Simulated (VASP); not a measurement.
# Te (P3_121) in VASP: a series of runs

Runs on Te. Level: LDA. Tasks: single point.

Program: VASP 6.6.1. These are calculated values, not measurements. Logs are shortened: lines on timing, memory, paths and dates and some standing lists are left out, and cuts for length are marked.

**1. The cell of the first run**

Symmetry: P3_121, No. 152, trigonal system. The conventional cell has a = 4.413 Å, b = 4.413 Å, c = 5.925 Å, α = 90.00°, β = 90.00°, γ = 120.00°. Within 3.7 Å of Te (site symmetry 2) lie 6 Te at 2.77 to 3.50 Å.

**2. Single point, LDA (equal xx and yy strain of -1 %)**

Input file INCAR:

```
SYSTEM = Te
PREC = Accurate
ENCUT = 520
EDIFF = 1E-6
ISMEAR = -1
SIGMA = 0.08
LREAL = .FALSE.
LASPH = .TRUE.
NELM = 100
ALGO = Normal
ISIF = 2
LWAVE = .FALSE.
LCHARG = .FALSE.
NBANDS = 16
```

Input file KPOINTS:

```
regular mesh
0
G
  9 9 6
  0 0 0
```

Input file POSCAR:

```
Te
1.0
    4.4134194641      0.0000000000      0.0000000000
   -2.2067097321      3.8221333735      0.0000000000
    0.0000000000      0.0000000000      5.9250000000
Te
3
Direct
    0.7450000000      0.0000000000      0.3333333333
    0.0000000000      0.7450000000      0.6666666667
    0.2550000000      0.2550000000      0.0000000000
```

Potentials or basis: VASP PAW LDA potentials, release 64 (Te).

The run is started by

```bash
$ cat potpaw_LDA.64/Te/POTCAR > POTCAR
$ mpirun -np 1 vasp_std > vasp.out
```

OUTCAR:

```text
SYSTEM = Te
   PREC = Accurate
   ENCUT = 520
   EDIFF = 1E-6
   ISMEAR = -1
   LREAL = .FALSE.
   LASPH = .TRUE.
   NELM = 100
   ISIF = 2

 ion  position               nearest neighbor table
   1  0.745  0.000  0.333-   3 2.77   2 2.77   3 3.50   3 3.50   2 3.50   2 3.50
   2  0.000  0.745  0.667-   3 2.77   1 2.77   3 3.50   3 3.50   1 3.50   1 3.50
   3  0.255  0.255  0.000-   1 2.77   2 2.77   2 3.50   1 3.50   1 3.50   2 3.50

  LATTYP: Found a hexagonal cell.
 ALAT       =     4.4134194641
 C/A-ratio  =     1.3424964584

  Lattice vectors:

 A1 = (   4.4134194641,   0.0000000000,   0.0000000000)
 A2 = (  -2.2067097321,   3.8221333735,   0.0000000000)
 A3 = (   0.0000000000,   0.0000000000,   5.9250000000)

Analysis of symmetry for initial positions (statically):
=====================================================================
 Subroutine PRICEL returns:
 Original cell was already a primitive cell.

 Routine SETGRP: Setting up the symmetry group for a
 hexagonal supercell.

 Subroutine GETGRP returns: Found  6 space group operations
 (whereof  2 operations were pure point group operations)
 out of a pool of 24 trial point group operations.

The static configuration has the point symmetry C_2 .
 The point group associated with its full space group is D_3 .

Analysis of symmetry for dynamics (positions and initial velocities):
=====================================================================
 Subroutine PRICEL returns:
 Original cell was already a primitive cell.

 Routine SETGRP: Setting up the symmetry group for a
 hexagonal supercell.

 Subroutine GETGRP returns: Found  6 space group operations
 (whereof  2 operations were pure point group operations)
 out of a pool of 24 trial point group operations.

The dynamic configuration has the point symmetry C_2 .
 The point group associated with its full space group is D_3 .

 Subroutine INISYM returns: Found  6 space group operations
 (whereof  2 operations are pure point group operations),
 and found     1 'primitive' translations

----------------------------------------------------------------------------------------

                                     Primitive cell

  volume of cell :      99.9469

  direct lattice vectors                    reciprocal lattice vectors
     4.413419464  0.000000000  0.000000000     0.226581681  0.130816994  0.000000000
    -2.206709732  3.822133373  0.000000000     0.000000000  0.261633989  0.000000000
     0.000000000  0.000000000  5.925000000     0.000000000  0.000000000  0.168776371

  length of vectors
     4.413419464  4.413419464  5.925000000     0.261633989  0.261633989  0.168776371

  position of ions in fractional coordinates (direct lattice)
     0.745000000  0.000000000  0.333333333
     0.000000000  0.745000000  0.666666667
     0.255000000  0.255000000  0.000000000

  ion indices of the primitive-cell ions
   primitive index   ion index
                 1           1
                 2           2
                 3           3

----------------------------------------------------------------------------------------

 KPOINTS: regular mesh

Automatic generation of k-mesh.
 Grid dimensions read from file:
 generate k-points for:    9    9    6

 Generating k-lattice:

  Cartesian coordinates                     Fractional coordinates (reciprocal lattice)
     0.025175742  0.014535222  0.000000000     0.111111111  0.000000000  0.000000000
     0.000000000  0.029070443  0.000000000     0.000000000  0.111111111  0.000000000
     0.000000000  0.000000000  0.028129395     0.000000000  0.000000000  0.166666667

  Length of vectors
     0.029070443  0.029070443  0.028129395

  Shift w.r.t. Gamma in fractional coordinates (k-lattice)
     0.000000000  0.000000000  0.000000000

 Subroutine IBZKPT returns following result:
 ===========================================

 Found     62 irreducible k-points:

 Following reciprocal coordinates:
            Coordinates               Weight
  0.000000  0.000000  0.000000      1.000000
  0.111111  0.000000  0.000000      6.000000
  0.222222  0.000000  0.000000      6.000000
  0.333333  0.000000  0.000000      6.000000
  0.444444  0.000000  0.000000      6.000000
  0.111111  0.111111  0.000000      6.000000
[... 16 lines left out ...]
  0.222222  0.111111  0.166667     12.000000
 -0.111111  0.333333  0.166667     12.000000
 [... further k-points ...]
   k-points           NKPTS =     62   k-points in BZ     NKDIM =     62   number of bands    NBANDS=     16
   number of dos      NEDOS =    301   number of ions     NIONS =      3
   total plane-waves  NPLWV =  62208
   dimension x,y,z NGX =    36 NGY =   36 NGZ =   48
   dimension x,y,z NGXF=    72 NGYF=   72 NGZF=   96
   ions per type =               3
   NGX,Y,Z   is equivalent  to a cutoff of  13.56, 13.56, 13.47 a.u.
   NGXF,Y,Z  is equivalent  to a cutoff of  27.12, 27.12, 26.94 a.u.
 SYSTEM =  Te
   PREC   = accura    normal or accurate (medium, high low for compatibility)
   ISTART =      0    job   : 0-new  1-cont  2-samecut
   ICHARG =      2    charge: 1-file 2-atom 10-const
   ISPIN  =      1    spin polarized calculation?
   LNONCOLLINEAR =      F non collinear calculations
   LSORBIT =      F    spin-orbit coupling
   LASPH  =      T    aspherical Exc in radial PAW
   ENCUT  =  520.0 eV  38.22 Ry    6.18 a.u.   8.21  8.21 11.02*2*pi/ulx,y,z
   NELM   =    100;   NELMIN=  2; NELMDL= -5     # of ELM steps
   EDIFF  = 0.1E-05   stopping-criterion for ELM
   LREAL  =      F    real-space projection
   EDIFFG = 0.1E-04   stopping-criterion for IOM
   NSW    =      0    number of steps for IOM
   IBRION =     -1    ionic relax: 0-MD 1-quasi-New 2-CG
   NFREE  =      0    steps in history (QN), initial steepest desc. (CG)
   ISIF   =      2    stress and relaxation
   ISYM   =      2    0-nonsym 1-usesym 2-fastsym
   POTIM  = 0.5000    time-step for ionic-motion
   TEBEG  =    0.0;   TEEND  =   0.0 temperature during run
   PSTRESS=    0.0 pullay stress
   NELECT =      18.0000    total number of electrons
   NUPDOWN=      -1.0000    fix difference up-down
   EMIN   =  10.00;   EMAX   =-10.00  energy-range for DOS
   EFERMI =   0.00;   METHOD = LEGACY
   ISMEAR =    -1;   SIGMA  =   0.08  broadening in eV -4-tet -1-fermi 0-gaus
   EFERMI_NEDOS =   21; number of points for ismear=-14 and -15
   IALGO  =     38    algorithm
   IMIX   =      4    mixing-type and parameters
     AMIX     =   0.40;   BMIX     =  1.00
     AMIX_MAG =   1.60;   BMIX_MAG =  1.00
  volume/ion in A,a.u.               =      33.32       224.83
  Fermi-wavevector in a.u.,A,eV,Ry     =   0.924505  1.747061 11.629025  0.854709
  Thomas-Fermi vector in A             =   2.050258
   LORBIT       =      0    0 simple, 1 ext, 2 COOP (PROOUT), +10 PAW based schemes
   GGA     = CA    functional components
   LHFCALC =     F    Hartree Fock is set to
   AEXX    =    0.0000 exact exchange contribution
   IVDW    =     0    specifies the selected vdW correction
   LEPSILON=     F    determine dielectric tensor
   LRPA    =     F    only Hartree local field effects (RPA)
 non-spin polarized calculation
  energy-cutoff  :      520.00
  volume of cell :       99.95
 maximum number of plane-waves:      2724
 NGX is ok and might be reduce to    36
   NGX = 17   NGY = 17   NGZ = 23

 number of electron      17.9999999 magnetization

 Free energy of the ion-electron system (eV)
  ---------------------------------------------------
  ext. energy  EPLUGINS =         0.00000000
  ---------------------------------------------------
  free energy    TOTEN  =       -11.29432541 eV

  energy without entropy =      -11.29194745  energy(sigma->0) =      -11.29313643

 E-fermi :   6.1067     XC(G=0):  -9.3635

 val. band max:        6.0254741908   @ k =   0.3333   0.3333   0.5000
 cond. band min:       6.5976232017   @ k =   0.0000   0.0000   0.5000
 fundamental gap:      0.5721490108
 Fermi energy:         6.1066675034

 k-point     1 :       0.0000    0.0000    0.0000
  band No.  band energies     occupation
      1      -7.9054      2.00000
      2      -4.4477      2.00000
      3      -4.4477      2.00000
      4       2.8619      2.00000
      5       3.1327      2.00000
      6       3.1327      2.00000
[... 8 lines left out ...]
     15      11.7313      0.00000
     16      12.3734      0.00000

 k-point     2 :       0.1111    0.0000    0.0000
  band No.  band energies     occupation
      1      -7.8249      2.00000
      2      -4.4669      2.00000
      3      -4.4178      2.00000
      4       2.2131      2.00000
      5       2.7313      2.00000
      6       3.0376      2.00000
[... 8 lines left out ...]
     15      11.9959      0.00000
     16      12.2727      0.00000

 k-point     3 :       0.2222    0.0000    0.0000
  band No.  band energies     occupation
      1      -7.5970      2.00000
      2      -4.5595      2.00000
      3      -4.3375      2.00000
      4       1.4017      2.00000
      5       2.1547      2.00000
      6       2.7136      2.00000
[... 8 lines left out ...]
     15      12.2753      0.00000
     16      12.7751      0.00000

 k-point     4 :       0.3333    0.0000    0.0000
  band No.  band energies     occupation
      1      -7.2744      2.00000
      2      -4.7722      2.00000
      3      -4.2381      2.00000
      4       0.9705      2.00000
      5       1.6935      2.00000
      6       2.4286      2.00000
[... 8 lines left out ...]
     15      13.0476      0.00000
     16      13.6208      0.00000
[... 324 lines left out ...]
 k-point    22 :       0.1111    0.1111    0.1667
  band No.  band energies     occupation
      1      -7.5698      2.00000
      2      -5.3270      2.00000
      3      -3.5721      2.00000
      4       1.7184      2.00000
      5       2.0556      2.00000
      6       3.0681      2.00000
[... 8 lines left out ...]
     15      12.1032      0.00000
     16      12.3541      0.00000

 k-point    23 :       0.2222    0.1111    0.1667
  band No.  band energies     occupation
      1      -7.2933      2.00000
      2      -5.2720      2.00000
      3      -3.7280      2.00000
      4       1.1021      2.00000
      5       1.5270      2.00000
      6       2.7052      2.00000
[... 8 lines left out ...]
     15      12.8110      0.00000
     16      13.5688      0.00000

 k-point    24 :      -0.1111    0.3333    0.1667
  band No.  band energies     occupation
      1      -7.2990      2.00000
      2      -5.2133      2.00000
      3      -3.8342      2.00000
      4       1.2950      2.00000
      5       1.7505      2.00000
      6       2.8547      2.00000
[... 8 lines left out ...]
     15      12.4501      0.00000
     16      12.9259      0.00000

 [... further k-points ...]

------------------------ aborting loop because EDIFF is reached ----------------------------------------

  FORCE on cell =-STRESS in cart. coord.  units (eV):
  Direction    XX          YY          ZZ          XY          YZ          ZX
  --------------------------------------------------------------------------------------
  -------------------------------------------------------------------------------------
  Total        0.2340279      0.2340279      0.8565409     -0.0000000      0.0000000     -0.0000000
  in kB        3.7515331      3.7515331     13.7305926     -0.0000000      0.0000000     -0.0000000
  external PRESSURE =       7.0778862 kB  Pullay stress =       0.0000000 kB

 VOLUME and BASIS-vectors are now :
 -----------------------------------------------------------------------------
  energy-cutoff  :      520.00
  volume of cell :       99.95
      direct lattice vectors                 reciprocal lattice vectors
     4.413419464  0.000000000  0.000000000     0.226581681  0.130816994  0.000000000
    -2.206709732  3.822133373  0.000000000     0.000000000  0.261633989  0.000000000
     0.000000000  0.000000000  5.925000000     0.000000000  0.000000000  0.168776371

 POSITION                                       TOTAL-FORCE (eV/Angst)
 -----------------------------------------------------------------------------------
      3.28800      0.00000      1.97500        -0.643806     -0.000000     -0.000000
     -1.64400      2.84749      3.95000         0.321903     -0.557553      0.000000
      0.56271      0.97464      0.00000         0.321903      0.557553     -0.000000
 -----------------------------------------------------------------------------------
    total drift:                                0.000000      0.000000     -0.000000

  FREE ENERGIE OF THE ION-ELECTRON SYSTEM (eV)
  ---------------------------------------------------
  free  energy   TOTEN  =       -11.2943254070 eV

  energy  without entropy=      -11.2919474490  energy(sigma->0) =      -11.29313643
```

Wall time 76 s (1 thread of Intel Xeon Platinum 8259CL at 2.50GHz (Skylake/Cascade Lake), shared host); peak memory 0.24 GiB.

What came out:

```yaml
Free_energy: -11.2943 eV
Pressure: 0.7 GPa
Largest_force: 0.644 eV/Å
```

Forces in eV/Å, atoms in the order of the input:
```
Te  -0.644  0.000  0.000
Te   0.322 -0.558  0.000
Te   0.322  0.558  0.000
```

Caveat: the cell differs from its parent crystal (equal xx and yy strain of -1 %); spin-orbit coupling is left out, which moves the levels of the heavy elements.

**3. Single point, LDA (zz strain of +3 %)**

Input file INCAR:

```
  PREC = Accurate
  ENCUT = 520
  EDIFF = 1E-6
  ISMEAR = -1
  SIGMA = 0.08
  LREAL = F
  LASPH = T
  NELM = 100
  ALGO = Normal
  ISIF = 2
  LWAVE = F
  LCHARG = F
  GGA = CA
  NBANDS = 16
```

Input file KPOINTS:

```
regular mesh
0
Gamma
  9 9 6
```

Input file POSCAR:

```
Te
1.0
    4.4579994587      0.0000000000      0.0000000000
   -2.2289997294      3.8607407813      0.0000000000
    0.0000000000      0.0000000000      6.1027500000
Te
3
Direct
    0.7450000000      0.0000000000      0.3333333333
    0.0000000000      0.7450000000      0.6666666667
    0.2550000000      0.2550000000      0.0000000000
```

Potentials or basis: VASP PAW LDA potentials, release 64 (Te).

The run is started by

```bash
$ cat potpaw_LDA.64/Te/POTCAR > POTCAR
$ mpirun -np 1 vasp_std > vasp.out
```

Wall time 78 s (1 thread of Intel Xeon Platinum 8259CL at 2.50GHz (Skylake/Cascade Lake), shared host); peak memory 0.24 GiB.

It converged, with:

* Free energy: -11.2702 eV
* Pressure: -2.1 GPa
* Largest force: 0.277 eV/Å
* Band gap on the k mesh: zero (filled and empty bands touch)

Forces in eV/Å, atoms in the order of the input:
```
Te  -0.277  0.000  0.000
Te   0.138 -0.240  0.000
Te   0.138  0.240  0.000
```

Stress tensor (GPa, compression positive):
```
-1.73  0.00  0.00
 0.00 -1.73  0.00
 0.00  0.00 -2.75
```

Levels at points of the mesh, in eV from the Fermi level:
```tsv
k point	band 6	band 7	band 8	band 9	band 10	band 11	band 12	band 13
(0.00, 0.00, 0.00)	-2.80	-1.51	-1.51	-0.54	0.94	0.94	1.78	4.83
(0.00, 0.00, 0.50)	-2.49	-1.28	-0.97	-0.97	0.57	0.76	0.76	4.00
```

Caveat: the cell differs from its parent crystal (zz strain of +3 %); spin-orbit coupling is left out, which moves the levels of the heavy elements.
